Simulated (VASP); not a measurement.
# N2 in VASP: single point with PBEsol

Aim: the single point of N2 with PBEsol.

Program: VASP 6.6.1. These are calculated values, not measurements. Logs are shortened: lines on timing, memory, paths and dates and some standing lists are left out, and cuts for length are marked.

## Step 1: The cell of the first run

The cell holds a molecule in a box, 2 atoms: a = 9.000 Å, b = 9.500 Å, c = 10.000 Å, α = 90.00°, β = 90.00°, γ = 90.00°.

## Step 2: Single point, PBEsol

The input, INCAR:

```
PREC = Accurate ; ENCUT = 520
EDIFF = 1E-6 ; ISMEAR = -1
SIGMA = 0.02 ; LREAL = False
LASPH = True ; NELM = 100
ALGO = Normal ; ISIF = 2
LWAVE = False ; LCHARG = True
GGA = PS ; LELF = True
LVHAR = True ; NBANDS = 12
```

The input, KPOINTS:

```
regular mesh
0
Gamma
  1 1 1
```

The input, POSCAR:

```
N
1.0
    9.0000000000      0.0000000000      0.0000000000
    0.0000000000      9.5000000000      0.0000000000
    0.0000000000      0.0000000000     10.0000000000
N
2
Direct
    0.5000000000      0.5000000000      0.4450022703
    0.5000000000      0.5000000000      0.5549977297
```

Potentials or basis: VASP PAW PBE potentials, release 64 (N).

The run is started by

```sh
> cat potpaw_PBE.64/N/POTCAR > POTCAR
> mpirun -np 1 vasp_gam > vasp.out
```

OUTCAR:

```text
PREC = Accurate
   ENCUT = 520
   EDIFF = 1E-6
   ISMEAR = -1
   LREAL = False
   LASPH = True
   NELM = 100
   ISIF = 2
   GGA = PS

 ion  position               nearest neighbor table
   1  0.500  0.500  0.445-   2 1.10
   2  0.500  0.500  0.555-   1 1.10

  LATTYP: Found a simple orthorhombic cell.
 ALAT       =     9.0000000000
 B/A-ratio  =     1.0555555556
 C/A-ratio  =     1.1111111111

  Lattice vectors:

 A1 = (   9.0000000000,   0.0000000000,   0.0000000000)
 A2 = (   0.0000000000,   9.5000000000,   0.0000000000)
 A3 = (   0.0000000000,   0.0000000000,  10.0000000000)

Analysis of symmetry for initial positions (statically):
=====================================================================
 Subroutine PRICEL returns:
 Original cell was already a primitive cell.

 Routine SETGRP: Setting up the symmetry group for a
 simple orthorhombic supercell.

 Subroutine GETGRP returns: Found  8 space group operations
 (whereof  8 operations were pure point group operations)
 out of a pool of  8 trial point group operations.

The static configuration has the point symmetry D_2h.

Analysis of symmetry for dynamics (positions and initial velocities):
=====================================================================
 Subroutine PRICEL returns:
 Original cell was already a primitive cell.

 Routine SETGRP: Setting up the symmetry group for a
 simple orthorhombic supercell.

 Subroutine GETGRP returns: Found  8 space group operations
 (whereof  8 operations were pure point group operations)
 out of a pool of  8 trial point group operations.

The dynamic configuration has the point symmetry D_2h.

 Subroutine INISYM returns: Found  8 space group operations
 (whereof  8 operations are pure point group operations),
 and found     1 'primitive' translations

----------------------------------------------------------------------------------------

                                     Primitive cell

  volume of cell :     855.0000

  direct lattice vectors                    reciprocal lattice vectors
     9.000000000  0.000000000  0.000000000     0.111111111  0.000000000  0.000000000
     0.000000000  9.500000000  0.000000000     0.000000000  0.105263158  0.000000000
     0.000000000  0.000000000 10.000000000     0.000000000  0.000000000  0.100000000

  length of vectors
     9.000000000  9.500000000 10.000000000     0.111111111  0.105263158  0.100000000

  position of ions in fractional coordinates (direct lattice)
     0.500000000  0.500000000  0.445002270
     0.500000000  0.500000000  0.554997730

  ion indices of the primitive-cell ions
   primitive index   ion index
                 1           1
                 2           2

----------------------------------------------------------------------------------------

 KPOINTS: regular mesh

Automatic generation of k-mesh.
 Grid dimensions read from file:
 generate k-points for:    1    1    1

 Generating k-lattice:

  Cartesian coordinates                     Fractional coordinates (reciprocal lattice)
     0.111111111  0.000000000  0.000000000     1.000000000  0.000000000  0.000000000
     0.000000000  0.105263158  0.000000000     0.000000000  1.000000000  0.000000000
     0.000000000  0.000000000  0.100000000     0.000000000  0.000000000  1.000000000

  Length of vectors
     0.111111111  0.105263158  0.100000000

  Shift w.r.t. Gamma in fractional coordinates (k-lattice)
     0.000000000  0.000000000  0.000000000

 Subroutine IBZKPT returns following result:
 ===========================================

 Found      1 irreducible k-points:

 Following reciprocal coordinates:
            Coordinates               Weight
  0.000000  0.000000  0.000000      1.000000
   k-points           NKPTS =      1   k-points in BZ     NKDIM =      1   number of bands    NBANDS=     12
   number of dos      NEDOS =    301   number of ions     NIONS =      2
   total plane-waves  NPLWV = 403200
   dimension x,y,z NGX =    70 NGY =   72 NGZ =   80
   dimension x,y,z NGXF=   140 NGYF=  144 NGZF=  160
   ions per type =               2
   NGX,Y,Z   is equivalent  to a cutoff of  12.93, 12.60, 13.30 a.u.
   NGXF,Y,Z  is equivalent  to a cutoff of  25.86, 25.20, 26.60 a.u.
 SYSTEM =  unknown system
   PREC   = accura    normal or accurate (medium, high low for compatibility)
   ISTART =      0    job   : 0-new  1-cont  2-samecut
   ICHARG =      2    charge: 1-file 2-atom 10-const
   ISPIN  =      1    spin polarized calculation?
   LNONCOLLINEAR =      F non collinear calculations
   LSORBIT =      F    spin-orbit coupling
   LASPH  =      T    aspherical Exc in radial PAW
   ENCUT  =  520.0 eV  38.22 Ry    6.18 a.u.  16.73 17.66 18.59*2*pi/ulx,y,z
   NELM   =    100;   NELMIN=  2; NELMDL= -5     # of ELM steps
   EDIFF  = 0.1E-05   stopping-criterion for ELM
   LREAL  =      F    real-space projection
   EDIFFG = 0.1E-04   stopping-criterion for IOM
   NSW    =      0    number of steps for IOM
   IBRION =     -1    ionic relax: 0-MD 1-quasi-New 2-CG
   NFREE  =      0    steps in history (QN), initial steepest desc. (CG)
   ISIF   =      2    stress and relaxation
   ISYM   =      2    0-nonsym 1-usesym 2-fastsym
   POTIM  = 0.5000    time-step for ionic-motion
   TEBEG  =    0.0;   TEEND  =   0.0 temperature during run
   PSTRESS=    0.0 pullay stress
   NELECT =      10.0000    total number of electrons
   NUPDOWN=      -1.0000    fix difference up-down
   EMIN   =  10.00;   EMAX   =-10.00  energy-range for DOS
   EFERMI =   0.00;   METHOD = LEGACY
   ISMEAR =    -1;   SIGMA  =   0.02  broadening in eV -4-tet -1-fermi 0-gaus
   EFERMI_NEDOS =   21; number of points for ismear=-14 and -15
   IALGO  =     38    algorithm
   IMIX   =      4    mixing-type and parameters
     AMIX     =   0.40;   BMIX     =  1.00
     AMIX_MAG =   1.60;   BMIX_MAG =  1.00
  volume/ion in A,a.u.               =     427.50      2884.91
  Fermi-wavevector in a.u.,A,eV,Ry     =   0.371609  0.702239  1.878872  0.138093
  Thomas-Fermi vector in A             =   1.299861
   LORBIT       =      0    0 simple, 1 ext, 2 COOP (PROOUT), +10 PAW based schemes
   GGA     = PS    functional components
   LHFCALC =     F    Hartree Fock is set to
   AEXX    =    0.0000 exact exchange contribution
   IVDW    =     0    specifies the selected vdW correction
   LEPSILON=     F    determine dielectric tensor
   LRPA    =     F    only Hartree local field effects (RPA)
 non-spin polarized calculation
  energy-cutoff  :      520.00
  volume of cell :      855.00
 maximum number of plane-waves:     11510
 NGX is ok and might be reduce to    70
   NGX = 33   NGY = 35   NGZ = 37

 number of electron      10.0000000 magnetization

 Free energy of the ion-electron system (eV)
  ---------------------------------------------------
  ext. energy  EPLUGINS =         0.00000000
  ---------------------------------------------------
  free energy    TOTEN  =       -17.05056878 eV

  energy without entropy =      -17.05056878  energy(sigma->0) =      -17.05056878

 E-fermi :  -9.4902     XC(G=0):  -0.6711

 val. band max:       -9.9885400936   @ k =   0.0000   0.0000   0.0000
 cond. band min:      -1.8001714717   @ k =   0.0000   0.0000   0.0000
 fundamental gap:      8.1883686219
 Fermi energy:        -9.4901618753

 k-point     1 :       0.0000    0.0000    0.0000
  band No.  band energies     occupation
      1     -28.1733      2.00000
      2     -13.1919      2.00000
      3     -11.4965      2.00000
      4     -11.4965      2.00000
      5      -9.9885      2.00000
      6      -1.8002      0.00000
      7      -1.7997      0.00000
      8      -0.1611      0.00000
      9       1.2330      0.00000
     10       1.3076      0.00000
     11       1.3142      0.00000
     12       1.5557      0.00000

------------------------ aborting loop because EDIFF is reached ----------------------------------------

  FORCE on cell =-STRESS in cart. coord.  units (eV):
  Direction    XX          YY          ZZ          XY          YZ          ZX
  --------------------------------------------------------------------------------------
  -------------------------------------------------------------------------------------
  Total       -0.0587830     -0.0570319      1.9667421      0.0000000      0.0000000      0.0000000
  in kB       -0.1101529     -0.1068715      3.6854615      0.0000000      0.0000000      0.0000000
  external PRESSURE =       1.1561457 kB  Pullay stress =       0.0000000 kB

 VOLUME and BASIS-vectors are now :
 -----------------------------------------------------------------------------
  energy-cutoff  :      520.00
  volume of cell :      855.00
      direct lattice vectors                 reciprocal lattice vectors
     9.000000000  0.000000000  0.000000000     0.111111111  0.000000000  0.000000000
     0.000000000  9.500000000  0.000000000     0.000000000  0.105263158  0.000000000
     0.000000000  0.000000000 10.000000000     0.000000000  0.000000000  0.100000000

 POSITION                                       TOTAL-FORCE (eV/Angst)
 -----------------------------------------------------------------------------------
      4.50000      4.75000      4.45002         0.000000      0.000000     -1.871315
      4.50000      4.75000      5.54998         0.000000      0.000000      1.871315
 -----------------------------------------------------------------------------------
    total drift:                                0.000000      0.000000      0.000000

  FREE ENERGIE OF THE ION-ELECTRON SYSTEM (eV)
  ---------------------------------------------------
  free  energy   TOTEN  =       -17.0505687805 eV

  energy  without entropy=      -17.0505687805  energy(sigma->0) =      -17.05056878
```

Wall time 63 s (1 thread of Intel Xeon Platinum 8488C (Sapphire Rapids), shared host); peak memory 0.72 GiB.

What came out:

```
Free energy                     : -17.0506 eV
Largest force                   : 1.871 eV/Å
Gap between the frontier levels : 8.19 eV
```

Forces in eV/Å, atoms in the order of the input:
```
N    0.000  0.000 -1.871
N    0.000  0.000  1.871
```

Levels at points of the mesh, in eV from the valence-band top:
| k point | band 1 | band 2 | band 3 | band 4 | band 5 | band 6 | band 7 | band 8 | band 9 | band 10 |
| --- | --- | --- | --- | --- | --- | --- | --- | --- | --- | --- |
| (0.00, 0.00, 0.00) | -18.18 | -3.20 | -1.51 | -1.51 | 0.00 | 8.19 | 8.19 | 9.83 | 11.22 | 11.30 |

Caveat: the standard files for N, O and F lose accuracy on very short bonds; the PAW data sets were made with another functional, which shifts forces and pressure a little.
